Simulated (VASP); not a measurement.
# P in VASP: a series of runs

Runs on P. Level: PBE. Tasks: single point.

Program: VASP 6.6.1. These are calculated values, not measurements. Logs are shortened: lines on timing, memory, paths and dates and some standing lists are left out, and cuts for length are marked.

## Step 1: The cell of the first run

It takes space group R-3m (No. 166, trigonal). The conventional cell has a = 3.625 Å, b = 3.625 Å, c = 9.719 Å, α = 90.00°, β = 90.00°, γ = 120.00°. Within 3.0 Å of P (site symmetry 3m) lie 3 P at 2.26 Å.

## Step 2: Single point, PBE (strained)

The input, INCAR:

```
  PREC = Accurate
  ENCUT = 520
  EDIFF = 1E-6
  ISMEAR = 0
  SIGMA = 0.1
  LREAL = False
  LASPH = True
  NELM = 80
  ALGO = Fast
  ISIF = 2
  LWAVE = False
  LCHARG = True
  GGA = PE
  LELF = True
  LVHAR = True
  NBANDS = 12
```

The input, KPOINTS:

```
Automatic mesh
0
Gamma
  15 15 15
```

The input, POSCAR:

```
P
1.0
    1.8123393247      1.0463545970      3.2398134517
   -1.8123393247      1.0463545970      3.2398134517
    0.0000000000     -2.0927091939      3.2398134517
P
2
Direct
    0.2111041758      0.2111041758      0.2111041758
    0.7888958242      0.7888958242      0.7888958242
```

Potentials or basis: VASP PAW PBE potentials, release 64 (P).

Launch:

```sh
$ cat potpaw_PBE.64/P/POTCAR > POTCAR
$ mpirun -np 1 vasp_std > vasp.out
```

OUTCAR:

```text
PREC = Accurate
   ENCUT = 520
   EDIFF = 1E-6
   ISMEAR = 0
   LREAL = False
   LASPH = True
   NELM = 80
   ISIF = 2
   GGA = PE

 ion  position               nearest neighbor table
   1  0.211  0.211  0.211-   2 2.26   2 2.26   2 2.26
   2  0.789  0.789  0.789-   1 2.26   1 2.26   1 2.26

  LATTYP: Found a trigonal (rhomboedric) cell.
 ALAT       =     3.8569188444
 COS(alpha) =     0.5584010600

  Lattice vectors:

 A1 = (   1.8123393247,   1.0463545970,   3.2398134517)
 A2 = (  -1.8123393247,   1.0463545970,   3.2398134517)
 A3 = (   0.0000000000,  -2.0927091939,   3.2398134517)

Analysis of symmetry for initial positions (statically):
=====================================================================
 Subroutine PRICEL returns:
 Original cell was already a primitive cell.

 Routine SETGRP: Setting up the symmetry group for a
 trigonal (rhombohedral) supercell.

 Subroutine GETGRP returns: Found 12 space group operations
 (whereof 12 operations were pure point group operations)
 out of a pool of 12 trial point group operations.

The static configuration has the point symmetry D_3d.

Analysis of symmetry for dynamics (positions and initial velocities):
=====================================================================
 Subroutine PRICEL returns:
 Original cell was already a primitive cell.

 Routine SETGRP: Setting up the symmetry group for a
 trigonal (rhombohedral) supercell.

 Subroutine GETGRP returns: Found 12 space group operations
 (whereof 12 operations were pure point group operations)
 out of a pool of 12 trial point group operations.

The dynamic configuration has the point symmetry D_3d.

 Subroutine INISYM returns: Found 12 space group operations
 (whereof 12 operations are pure point group operations),
 and found     1 'primitive' translations

----------------------------------------------------------------------------------------

                                     Primitive cell

  volume of cell :      36.8629

  direct lattice vectors                    reciprocal lattice vectors
     1.812339325  1.046354597  3.239813452     0.275886526  0.159283160  0.102886582
    -1.812339325  1.046354597  3.239813452    -0.275886526  0.159283160  0.102886582
     0.000000000 -2.092709194  3.239813452     0.000000000 -0.318566320  0.102886582

  length of vectors
     3.856918844  3.856918844  3.856918844     0.334768799  0.334768799  0.334768799

  position of ions in fractional coordinates (direct lattice)
     0.211104176  0.211104176  0.211104176
     0.788895824  0.788895824  0.788895824

  ion indices of the primitive-cell ions
   primitive index   ion index
                 1           1
                 2           2

----------------------------------------------------------------------------------------

 KPOINTS: Automatic mesh

Automatic generation of k-mesh.
 Grid dimensions read from file:
 generate k-points for:   15   15   15

 Generating k-lattice:

  Cartesian coordinates                     Fractional coordinates (reciprocal lattice)
     0.018392435  0.010618877  0.006859105     0.066666667 -0.000000000 -0.000000000
    -0.018392435  0.010618877  0.006859105    -0.000000000  0.066666667 -0.000000000
     0.000000000 -0.021237755  0.006859105     0.000000000  0.000000000  0.066666667

  Length of vectors
     0.022317920  0.022317920  0.022317920

  Shift w.r.t. Gamma in fractional coordinates (k-lattice)
     0.000000000  0.000000000  0.000000000

 Subroutine IBZKPT returns following result:
 ===========================================

 Found    344 irreducible k-points:

 Following reciprocal coordinates:
            Coordinates               Weight
  0.000000  0.000000  0.000000      1.000000
  0.066667  0.000000  0.000000      6.000000
  0.133333  0.000000  0.000000      6.000000
  0.200000  0.000000  0.000000      6.000000
  0.266667  0.000000  0.000000      6.000000
  0.333333  0.000000 -0.000000      6.000000
[... 16 lines left out ...]
  0.133333  0.133333  0.000000      6.000000
  0.200000  0.133333  0.000000     12.000000
 [... further k-points ...]
   k-points           NKPTS =    344   k-points in BZ     NKDIM =    344   number of bands    NBANDS=     12
   number of dos      NEDOS =    301   number of ions     NIONS =      2
   total plane-waves  NPLWV =  27000
   dimension x,y,z NGX =    30 NGY =   30 NGZ =   30
   dimension x,y,z NGXF=    60 NGYF=   60 NGZF=   60
   ions per type =               2
   NGX,Y,Z   is equivalent  to a cutoff of  12.93, 12.93, 12.93 a.u.
   NGXF,Y,Z  is equivalent  to a cutoff of  25.86, 25.86, 25.86 a.u.
 SYSTEM =  unknown system
   PREC   = accura    normal or accurate (medium, high low for compatibility)
   ISTART =      0    job   : 0-new  1-cont  2-samecut
   ICHARG =      2    charge: 1-file 2-atom 10-const
   ISPIN  =      1    spin polarized calculation?
   LNONCOLLINEAR =      F non collinear calculations
   LSORBIT =      F    spin-orbit coupling
   LASPH  =      T    aspherical Exc in radial PAW
   ENCUT  =  520.0 eV  38.22 Ry    6.18 a.u.   7.17  7.17  7.17*2*pi/ulx,y,z
   NELM   =     80;   NELMIN=  2; NELMDL= -5     # of ELM steps
   EDIFF  = 0.1E-05   stopping-criterion for ELM
   LREAL  =      F    real-space projection
   EDIFFG = 0.1E-04   stopping-criterion for IOM
   NSW    =      0    number of steps for IOM
   IBRION =     -1    ionic relax: 0-MD 1-quasi-New 2-CG
   NFREE  =      0    steps in history (QN), initial steepest desc. (CG)
   ISIF   =      2    stress and relaxation
   ISYM   =      2    0-nonsym 1-usesym 2-fastsym
   POTIM  = 0.5000    time-step for ionic-motion
   TEBEG  =    0.0;   TEEND  =   0.0 temperature during run
   PSTRESS=    0.0 pullay stress
   NELECT =      10.0000    total number of electrons
   NUPDOWN=      -1.0000    fix difference up-down
   EMIN   =  10.00;   EMAX   =-10.00  energy-range for DOS
   EFERMI =   0.00;   METHOD = LEGACY
   ISMEAR =     0;   SIGMA  =   0.10  broadening in eV -4-tet -1-fermi 0-gaus
   EFERMI_NEDOS =   21; number of points for ismear=-14 and -15
   IALGO  =     68    algorithm
   IMIX   =      4    mixing-type and parameters
     AMIX     =   0.40;   BMIX     =  1.00
     AMIX_MAG =   1.60;   BMIX_MAG =  1.00
  volume/ion in A,a.u.               =      18.43       124.38
  Fermi-wavevector in a.u.,A,eV,Ry     =   1.059770  2.002675 15.280872  1.123112
  Thomas-Fermi vector in A             =   2.195127
   LORBIT       =      0    0 simple, 1 ext, 2 COOP (PROOUT), +10 PAW based schemes
   GGA     = PE    functional components
   LHFCALC =     F    Hartree Fock is set to
   AEXX    =    0.0000 exact exchange contribution
   IVDW    =     0    specifies the selected vdW correction
   LEPSILON=     F    determine dielectric tensor
   LRPA    =     F    only Hartree local field effects (RPA)
 non-spin polarized calculation
 RMM-DIIS sequential band-by-band and
 Gauss-broadening in eV      SIGMA  =   0.10
  energy-cutoff  :      520.00
  volume of cell :       36.86
 maximum number of plane-waves:      1014
 NGX is ok and might be reduce to    30
   NGX = 15   NGY = 15   NGZ = 15

 number of electron      10.0000001 magnetization

 Free energy of the ion-electron system (eV)
  ---------------------------------------------------
  ext. energy  EPLUGINS =         0.00000000
  ---------------------------------------------------
  free energy    TOTEN  =       -10.30204328 eV

  energy without entropy =      -10.29988174  energy(sigma->0) =      -10.30096251

 E-fermi :   6.9967     XC(G=0): -10.0997

 val. band max:        6.9801695519   @ k =   0.0000   0.0000   0.0000
 cond. band min:       7.0066689307   @ k =  -0.3333  -0.3333   0.0667
 fundamental gap:      0.0264993788
 Fermi energy:         6.9966964083

 k-point     1 :       0.0000    0.0000    0.0000
  band No.  band energies     occupation
      1      -8.5335      2.00000
      2       3.1490      2.00000
      3       3.5515      2.00000
      4       3.5515      2.00000
      5       5.7059      2.00000
      6       6.9802      1.18480
      7       8.9696      0.00000
      8       8.9696      0.00000
      9      13.7639      0.00000
     10      13.7639      0.00000
     11      15.5674      0.00000
     12      15.5678      0.00000

 k-point     2 :       0.0667    0.0000    0.0000
  band No.  band energies     occupation
      1      -8.4711      2.00000
      2       2.3729      2.00000
      3       3.4874      2.00000
      4       3.9738      2.00000
      5       5.7387      2.00000
      6       7.2425      0.00051
      7       8.9735      0.00000
      8       9.0917      0.00000
      9      13.2268      0.00000
     10      13.3977      0.00000
     11      14.9566      0.00000
     12      16.1191      0.00000

 k-point     3 :       0.1333    0.0000    0.0000
  band No.  band energies     occupation
      1      -8.2845      2.00000
      2       1.2476      2.00000
      3       3.3199      2.00000
      4       4.1808      2.00000
      5       5.8681      2.00000
      6       7.6893      0.00000
      7       9.1583      0.00000
      8       9.3924      0.00000
      9      12.3092      0.00000
     10      12.8807      0.00000
     11      14.3705      0.00000
     12      17.2295      0.00000

 k-point     4 :       0.2000    0.0000    0.0000
  band No.  band energies     occupation
      1      -7.9762      2.00000
      2       0.0553      2.00000
      3       3.1018      2.00000
      4       4.2015      2.00000
      5       6.0368      2.00000
      6       7.7780      0.00000
      7       9.6766      0.00000
      8       9.7245      0.00000
      9      11.6007      0.00000
     10      12.6947      0.00000
     11      14.0985      0.00000
     12      18.5476      0.00000

 k-point     5 :       0.2667    0.0000    0.0000
  band No.  band energies     occupation
      1      -7.5513      2.00000
      2      -1.1260      2.00000
      3       2.8828      2.00000
      4       4.1812      2.00000
      5       6.1746      2.00000
      6       7.6024      0.00000
      7       9.7315      0.00000
      8       9.8457      0.00000
      9      11.8450      0.00000
     10      13.0727      0.00000
     11      14.1716      0.00000
     12      19.9466      0.00000
[... 228 lines left out ...]
      1      -8.1246      2.00000
      2       0.6133      2.00000
      3       2.9966      2.00000
      4       4.5105      2.00000
      5       5.7787      2.00000
      6       7.9764      0.00000
      7       8.9700      0.00000
      8       9.9732      0.00000
      9      11.7503      0.00000
     10      12.5926      0.00000
     11      14.7137      0.00000
     12      16.6815      0.00000

 k-point    22 :      -0.0667    0.0667    0.0000
  band No.  band energies     occupation
      1      -8.3595      2.00000
      2       1.6412      2.00000
      3       3.2842      2.00000
      4       4.3110      2.00000
      5       5.7194      2.00000
      6       7.6092      0.00000
      7       8.8808      0.00000
      8       9.4916      0.00000
      9      12.4737      0.00000
     10      12.9668      0.00000
     11      15.0351      0.00000
     12      15.8892      0.00000

 k-point    23 :       0.1333    0.1333    0.0000
  band No.  band energies     occupation
      1      -8.2342      2.00000
      2       1.3366      2.00000
      3       3.0999      2.00000
      4       3.5576      2.00000
      5       6.4381      2.00000
      6       7.6557      0.00000
      7       8.6340      0.00000
      8       9.6927      0.00000
      9      12.2224      0.00000
     10      13.8954      0.00000
     11      14.8762      0.00000
     12      16.3302      0.00000

 k-point    24 :       0.2000    0.1333    0.0000
  band No.  band energies     occupation
      1      -8.0251      2.00000
      2       0.6137      2.00000
      3       2.8505      2.00000
      4       3.3987      2.00000
      5       6.5371      2.00000
      6       7.8987      0.00000
      7       8.6185      0.00000
      8      10.1302      0.00000
      9      12.1714      0.00000
     10      13.3444      0.00000
     11      15.4220      0.00000
     12      16.4681      0.00000

 [... further k-points ...]
[... 5 lines left out ...]
  --------------------------------------------------------------------------------------
  -------------------------------------------------------------------------------------
  Total       -0.5734566     -0.5734566      0.6294520      0.0000000      0.0000000      0.0000000
  in kB      -24.9242164    -24.9242164     27.3579511      0.0000000      0.0000000      0.0000000
  external PRESSURE =      -7.4968272 kB  Pullay stress =       0.0000000 kB

 VOLUME and BASIS-vectors are now :
 -----------------------------------------------------------------------------
  energy-cutoff  :      520.00
  volume of cell :       36.86
      direct lattice vectors                 reciprocal lattice vectors
     1.812339325  1.046354597  3.239813452     0.275886526  0.159283160  0.102886582
    -1.812339325  1.046354597  3.239813452    -0.275886526  0.159283160  0.102886582
     0.000000000 -2.092709194  3.239813452     0.000000000 -0.318566320  0.102886582

 POSITION                                       TOTAL-FORCE (eV/Angst)
 -----------------------------------------------------------------------------------
      0.00000      0.00000      2.05181         0.000000      0.000000      1.830073
      0.00000      0.00000      7.66763         0.000000     -0.000000     -1.830073
 -----------------------------------------------------------------------------------
    total drift:                                0.000000     -0.000000      0.000000

  FREE ENERGIE OF THE ION-ELECTRON SYSTEM (eV)
  ---------------------------------------------------
  free  energy   TOTEN  =       -10.3020432784 eV

  energy  without entropy=      -10.2998817354  energy(sigma->0) =      -10.30096251
```

It took 2.6 min on 1 thread of Oxide Virtual Turin-like, shared host; peak memory 0.21 GiB.

What came out:

| Quantity | Value |
| --- | --- |
| Free energy | -10.3020 eV |
| Pressure | -0.7 GPa |
| Largest force | 1.830 eV/Å |
| Band gap on the k mesh | zero (bands 5 and 6 overlap by 0.56 eV) |

Forces on the atoms (eV/Å):
```
P    0.000  0.000  1.830
P    0.000  0.000 -1.830
```

Levels at points of the mesh, in eV from the Fermi level:
```tsv
k point	band 1	band 2	band 3	band 4	band 5	band 6	band 7	band 8	band 9	band 10
(0.00, 0.00, 0.00)	-15.53	-3.85	-3.45	-3.45	-1.29	-0.02	1.97	1.97	6.77	6.77
```

Caveat: the cell differs from its parent crystal (strained); the stress differs along the axes, from -2 to 3 GPa; forces of over 1 eV/Å act on the atoms, so gaps and moduli don't describe the material at rest.

(Continued in part 2 of 2.)

The gap in the log of VASP goes by the Fermi energy; the results here count the filled bands.